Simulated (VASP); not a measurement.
# K3Rh (P4/mmm) in VASP: single point with PBE

Aim: the single point of K3Rh with PBE.

Program: VASP 6.6.1. These are calculated values, not measurements. Logs are shortened: lines on timing, memory, paths and dates and some standing lists are left out, and cuts for length are marked.

## 1. The cell of the first run

The typed cell holds 4 atoms: a = 5.300 Å, b = 5.300 Å, c = 5.295 Å, α = 90.00°, β = 90.00°, γ = 90.00°.

## 2. Single point, PBE

Input file INCAR:

```
SYSTEM = K3Rh
PREC = Accurate
ENCUT = 520
EDIFF = 1E-6
ISMEAR = 0
SIGMA = 0.1
LREAL = .FALSE.
LASPH = .TRUE.
NELM = 100
ALGO = Fast
ISIF = 2
LWAVE = .FALSE.
LCHARG = .TRUE.
GGA = PE
LELF = .TRUE.
LVHAR = .TRUE.
NBANDS = 29
```

Input file KPOINTS:

```
regular mesh
0
G
  10 10 10
  0 0 0
```

Input file POSCAR:

```
K3Rh
1.0
    5.3001216194      0.0000000000      0.0000000000
    0.0000000000      5.3001216194      0.0000000000
    0.0000000000      0.0000000000      5.2945402245
K Rh
3 1
Direct
    0.0000000000      0.5000000000      0.5000000000
    0.5000000000      0.0000000000      0.5000000000
    0.5000000000      0.5000000000      0.0000000000
    0.0000000000      0.0000000000      0.0000000000
```

Potentials or basis: VASP PAW PBE potentials, release 64 (K_sv, Rh_pv).

The run is started by

```
$ cat potpaw_PBE.64/K_sv/POTCAR potpaw_PBE.64/Rh_pv/POTCAR > POTCAR
$ mpirun -np 1 vasp_std > vasp.out
```

OUTCAR:

```text
SYSTEM = K3Rh
   PREC = Accurate
   ENCUT = 520
   EDIFF = 1E-6
   ISMEAR = 0
   LREAL = .FALSE.
   LASPH = .TRUE.
   NELM = 100
   ISIF = 2
   GGA = PE

 ion  position               nearest neighbor table
   1  0.000  0.500  0.500-   3 3.75   3 3.75   3 3.75   3 3.75   2 3.75   2 3.75   2 3.75   2 3.75

   2  0.500  0.000  0.500-   3 3.75   3 3.75   3 3.75   3 3.75   1 3.75   1 3.75   1 3.75   1 3.75

   3  0.500  0.500  0.000-   1 3.75   2 3.75   1 3.75   2 3.75   2 3.75   2 3.75   1 3.75   1 3.75

   4  0.000  0.000  0.000-

  LATTYP: Found a simple tetragonal cell.
 ALAT       =     5.3001216194
 C/A-ratio  =     0.9989469308

  Lattice vectors:

 A1 = (   5.3001216194,   0.0000000000,   0.0000000000)
 A2 = (   0.0000000000,   5.3001216194,   0.0000000000)
 A3 = (   0.0000000000,   0.0000000000,   5.2945402245)

Analysis of symmetry for initial positions (statically):
=====================================================================
 Subroutine PRICEL returns:
 Original cell was already a primitive cell.

 Routine SETGRP: Setting up the symmetry group for a
 simple tetragonal supercell.

 Subroutine GETGRP returns: Found 16 space group operations
 (whereof 16 operations were pure point group operations)
 out of a pool of 16 trial point group operations.

The static configuration has the point symmetry D_4h.

Analysis of symmetry for dynamics (positions and initial velocities):
=====================================================================
 Subroutine PRICEL returns:
 Original cell was already a primitive cell.

 Routine SETGRP: Setting up the symmetry group for a
 simple tetragonal supercell.

 Subroutine GETGRP returns: Found 16 space group operations
 (whereof 16 operations were pure point group operations)
 out of a pool of 16 trial point group operations.

The dynamic configuration has the point symmetry D_4h.

 Subroutine INISYM returns: Found 16 space group operations
 (whereof 16 operations are pure point group operations),
 and found     1 'primitive' translations

----------------------------------------------------------------------------------------

                                     Primitive cell

  volume of cell :     148.7305

  direct lattice vectors                    reciprocal lattice vectors
     5.300121619  0.000000000  0.000000000     0.188674916  0.000000000  0.000000000
     0.000000000  5.300121619  0.000000000     0.000000000  0.188674916  0.000000000
     0.000000000  0.000000000  5.294540225     0.000000000  0.000000000  0.188873813

  length of vectors
     5.300121619  5.300121619  5.294540225     0.188674916  0.188674916  0.188873813

  position of ions in fractional coordinates (direct lattice)
     0.000000000  0.500000000  0.500000000
     0.500000000  0.000000000  0.500000000
     0.500000000  0.500000000  0.000000000
     0.000000000  0.000000000  0.000000000

  ion indices of the primitive-cell ions
   primitive index   ion index
                 1           1
                 2           2
                 3           3
                 4           4

----------------------------------------------------------------------------------------

 KPOINTS: regular mesh

Automatic generation of k-mesh.
 Grid dimensions read from file:
 generate k-points for:   10   10   10

 Generating k-lattice:

  Cartesian coordinates                     Fractional coordinates (reciprocal lattice)
     0.018867492  0.000000000  0.000000000     0.100000000  0.000000000  0.000000000
     0.000000000  0.018867492  0.000000000     0.000000000  0.100000000  0.000000000
     0.000000000  0.000000000  0.018887381     0.000000000  0.000000000  0.100000000

  Length of vectors
     0.018867492  0.018867492  0.018887381

  Shift w.r.t. Gamma in fractional coordinates (k-lattice)
     0.000000000  0.000000000  0.000000000

 Subroutine IBZKPT returns following result:
 ===========================================

 Found    126 irreducible k-points:

 Following reciprocal coordinates:
            Coordinates               Weight
  0.000000  0.000000  0.000000      1.000000
  0.100000  0.000000  0.000000      4.000000
  0.200000  0.000000  0.000000      4.000000
  0.300000  0.000000  0.000000      4.000000
  0.400000  0.000000  0.000000      4.000000
  0.500000  0.000000  0.000000      2.000000
[... 16 lines left out ...]
  0.100000  0.000000  0.100000      8.000000
  0.200000  0.000000  0.100000      8.000000
 [... further k-points ...]
   k-points           NKPTS =    126   k-points in BZ     NKDIM =    126   number of bands    NBANDS=     29
   number of dos      NEDOS =    301   number of ions     NIONS =      4
   total plane-waves  NPLWV =  64000
   dimension x,y,z NGX =    40 NGY =   40 NGZ =   40
   dimension x,y,z NGXF=    80 NGYF=   80 NGZF=   80
   ions per type =               3   1
   NGX,Y,Z   is equivalent  to a cutoff of  12.55, 12.55, 12.56 a.u.
   NGXF,Y,Z  is equivalent  to a cutoff of  25.09, 25.09, 25.12 a.u.
 SYSTEM =  K3Rh
   PREC   = accura    normal or accurate (medium, high low for compatibility)
   ISTART =      0    job   : 0-new  1-cont  2-samecut
   ICHARG =      2    charge: 1-file 2-atom 10-const
   ISPIN  =      1    spin polarized calculation?
   LNONCOLLINEAR =      F non collinear calculations
   LSORBIT =      F    spin-orbit coupling
   LASPH  =      T    aspherical Exc in radial PAW
   ENCUT  =  520.0 eV  38.22 Ry    6.18 a.u.   9.85  9.85  9.84*2*pi/ulx,y,z
   NELM   =    100;   NELMIN=  2; NELMDL= -5     # of ELM steps
   EDIFF  = 0.1E-05   stopping-criterion for ELM
   LREAL  =      F    real-space projection
   EDIFFG = 0.1E-04   stopping-criterion for IOM
   NSW    =      0    number of steps for IOM
   IBRION =     -1    ionic relax: 0-MD 1-quasi-New 2-CG
   NFREE  =      0    steps in history (QN), initial steepest desc. (CG)
   ISIF   =      2    stress and relaxation
   ISYM   =      2    0-nonsym 1-usesym 2-fastsym
   POTIM  = 0.5000    time-step for ionic-motion
   TEBEG  =    0.0;   TEEND  =   0.0 temperature during run
   PSTRESS=    0.0 pullay stress
   NELECT =      42.0000    total number of electrons
   NUPDOWN=      -1.0000    fix difference up-down
   EMIN   =  10.00;   EMAX   =-10.00  energy-range for DOS
   EFERMI =   0.00;   METHOD = LEGACY
   ISMEAR =     0;   SIGMA  =   0.10  broadening in eV -4-tet -1-fermi 0-gaus
   EFERMI_NEDOS =   21; number of points for ismear=-14 and -15
   IALGO  =     68    algorithm
   IMIX   =      4    mixing-type and parameters
     AMIX     =   0.40;   BMIX     =  1.00
     AMIX_MAG =   1.60;   BMIX_MAG =  1.00
  volume/ion in A,a.u.               =      37.18       250.92
  Fermi-wavevector in a.u.,A,eV,Ry     =   1.074050  2.029661 15.695464  1.153584
  Thomas-Fermi vector in A             =   2.209867
   LORBIT       =      0    0 simple, 1 ext, 2 COOP (PROOUT), +10 PAW based schemes
   GGA     = PE    functional components
   LHFCALC =     F    Hartree Fock is set to
   AEXX    =    0.0000 exact exchange contribution
   IVDW    =     0    specifies the selected vdW correction
   LEPSILON=     F    determine dielectric tensor
   LRPA    =     F    only Hartree local field effects (RPA)
 non-spin polarized calculation
 RMM-DIIS sequential band-by-band and
 Gauss-broadening in eV      SIGMA  =   0.10
  energy-cutoff  :      520.00
  volume of cell :      148.73
 maximum number of plane-waves:      4032
 NGX is ok and might be reduce to    40
   NGX = 19   NGY = 19   NGZ = 19

 number of electron      41.9999978 magnetization

 Free energy of the ion-electron system (eV)
  ---------------------------------------------------
  ext. energy  EPLUGINS =         0.00000000
  ---------------------------------------------------
  free energy    TOTEN  =        -7.73833831 eV

  energy without entropy =       -7.71575387  energy(sigma->0) =       -7.72704609

 E-fermi :   1.3945     XC(G=0):  -7.7096

 val. band max:        1.3749709435   @ k =   0.0000   0.0000   0.5000
 cond. band min:       1.4095213332   @ k =   0.5000   0.3000   0.0000
 fundamental gap:      0.0345503897
 Fermi energy:         1.3945131639

 k-point     1 :       0.0000    0.0000    0.0000
  band No.  band energies     occupation
      1     -42.7995      2.00000
      2     -42.7991      2.00000
      3     -42.7991      2.00000
      4     -30.1281      2.00000
      5     -30.0574      2.00000
      6     -30.0544      2.00000
[... 21 lines left out ...]
     28       5.0570      0.00000
     29       5.0573      0.00000

 k-point     2 :       0.1000    0.0000    0.0000
  band No.  band energies     occupation
      1     -42.7995      2.00000
      2     -42.7991      2.00000
      3     -42.7991      2.00000
      4     -30.1266      2.00000
      5     -30.0580      2.00000
      6     -30.0554      2.00000
[... 21 lines left out ...]
     28       5.1232      0.00000
     29       5.2464      0.00000

 k-point     3 :       0.2000    0.0000    0.0000
  band No.  band energies     occupation
      1     -42.7995      2.00000
      2     -42.7991      2.00000
      3     -42.7991      2.00000
      4     -30.1222      2.00000
      5     -30.0614      2.00000
      6     -30.0563      2.00000
[... 21 lines left out ...]
     28       5.2459      0.00000
     29       5.6186      0.00000

 k-point     4 :       0.3000    0.0000    0.0000
  band No.  band energies     occupation
      1     -42.7995      2.00000
      2     -42.7992      2.00000
      3     -42.7991      2.00000
      4     -30.1156      2.00000
      5     -30.0677      2.00000
      6     -30.0564      2.00000
[... 597 lines left out ...]
     28       5.1220      0.00000
     29       5.2527      0.00000

 k-point    23 :       0.1000    0.0000    0.1000
  band No.  band energies     occupation
      1     -42.7995      2.00000
      2     -42.7991      2.00000
      3     -42.7991      2.00000
      4     -30.1250      2.00000
      5     -30.0595      2.00000
      6     -30.0554      2.00000
[... 21 lines left out ...]
     28       5.1655      0.00000
     29       5.3595      0.00000

 k-point    24 :       0.2000    0.0000    0.1000
  band No.  band energies     occupation
      1     -42.7995      2.00000
      2     -42.7991      2.00000
      3     -42.7991      2.00000
      4     -30.1207      2.00000
      5     -30.0621      2.00000
      6     -30.0570      2.00000
[... 21 lines left out ...]
     28       5.2587      0.00000
     29       5.4648      0.00000

 [... further k-points ...]

------------------------ aborting loop because EDIFF is reached ----------------------------------------

  FORCE on cell =-STRESS in cart. coord.  units (eV):
  Direction    XX          YY          ZZ          XY          YZ          ZX
  --------------------------------------------------------------------------------------
  -------------------------------------------------------------------------------------
  Total        0.0067171      0.0067171      0.0174648      0.0000000      0.0000000      0.0000000
  in kB        0.0723594      0.0723594      0.1881375      0.0000000      0.0000000      0.0000000
  external PRESSURE =       0.1109521 kB  Pullay stress =       0.0000000 kB

 VOLUME and BASIS-vectors are now :
 -----------------------------------------------------------------------------
  energy-cutoff  :      520.00
  volume of cell :      148.73
      direct lattice vectors                 reciprocal lattice vectors
     5.300121619  0.000000000  0.000000000     0.188674916  0.000000000  0.000000000
     0.000000000  5.300121619  0.000000000     0.000000000  0.188674916  0.000000000
     0.000000000  0.000000000  5.294540225     0.000000000  0.000000000  0.188873813

 POSITION                                       TOTAL-FORCE (eV/Angst)
 -----------------------------------------------------------------------------------
      0.00000      2.65006      2.64727         0.000000      0.000000      0.000000
      2.65006      0.00000      2.64727         0.000000      0.000000      0.000000
      2.65006      2.65006      0.00000         0.000000      0.000000      0.000000
      0.00000      0.00000      0.00000         0.000000      0.000000      0.000000
 -----------------------------------------------------------------------------------
    total drift:                               -0.000000     -0.000000     -0.000000

  FREE ENERGIE OF THE ION-ELECTRON SYSTEM (eV)
  ---------------------------------------------------
  free  energy   TOTEN  =        -7.7383383141 eV

  energy  without entropy=       -7.7157538650  energy(sigma->0) =       -7.72704609
```

Run time: 20 min. Hardware: 1 thread of Oxide Virtual Turin-like, shared host; peak memory 0.53 GiB.

What came out:

```
Free energy            : -7.7383 eV
Pressure               : 0.0 GPa
Band gap on the k mesh : zero (filled and empty bands touch)
```

The gap in the log of VASP goes by the Fermi energy; the results here count the filled bands.